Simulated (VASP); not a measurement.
Crystal: LuHfF.

```xyz
3
Lattice="3.9314 0.0000 0.0000 -1.9657 3.4047 0.0000 0.0000 0.0000 4.2524" Properties=species:S:1:pos:R:3 pbc="T T T"
Lu    0.0000    0.0000    0.0000
Hf    0.0000    2.2698    2.1262
F     1.9657    1.1349    2.1262
```

* Program: VASP 6.6.1
* Task: relaxation of cell and atoms
* Functional: PBE
* Potentials or basis: VASP PAW PBE potentials, release 64 (Lu, Hf_pv, F)
* Cutoff: 600 eV
* k mesh: 6 × 6 × 4
* Occupations: gaussian, width 0.1 eV
* Spin: no spin polarisation

At the start: pressure 8.4 GPa; volume 18.97 Å³/atom.

Problem. How do energy, volume and symmetry change on relaxing?

Solution. Over 10 steps the energy falls by 346.2 meV/atom and the volume is 21.83 Å³/atom (+15.1 %); space group P-6m2 (No. 187, to 0.05 Å).

The path:
| step | energy change (eV) | largest force (eV/Å) | pressure (GPa) | volume (Å³) |
| --- | --- | --- | --- | --- |
| 1 | 0.0000 | 0.0000 | 8.37 | 56.92 |
| 2 | -0.3026 | 0.0000 | -1.79 | 65.41 |
| 3 | -0.3060 | 0.0000 | -3.13 | 67.00 |
| 4 | -0.6286 | 0.0000 | -3.42 | 67.92 |
| 5 | -0.7581 | 0.0000 | -1.59 | 67.83 |
| 6 | -0.9543 | 0.0000 | -3.59 | 68.37 |
| 7 | -0.9940 | 0.0000 | -3.20 | 68.28 |
| 8 | -1.0054 | 0.0000 | -3.46 | 68.36 |
| 9 | -0.9778 | 0.0000 | 5.53 | 61.81 |
| 10 | -1.0385 | 0.0000 | -0.04 | 65.49 |

Final structure:
```cif
data_structure
_symmetry_space_group_name_H-M 'P 1'
_symmetry_Int_Tables_number 1
_cell_length_a 3.6733
_cell_length_b 3.6733
_cell_length_c 5.6044
_cell_angle_alpha 90.000
_cell_angle_beta 90.000
_cell_angle_gamma 120.000
_cell_volume 65.49
loop_
_atom_site_label
_atom_site_type_symbol
_atom_site_fract_x
_atom_site_fract_y
_atom_site_fract_z
_atom_site_occupancy
Lu1 Lu 0.00000 0.00000 0.00000 1
Hf1 Hf 0.33333 0.66667 0.50000 1
F1 F 0.66667 0.33333 0.50000 1
```

Caveat: the k points lie up to 0.33 Å⁻¹ apart in the final cell; the volume moved by over 15 % at a fixed basis, so the end points are rough.
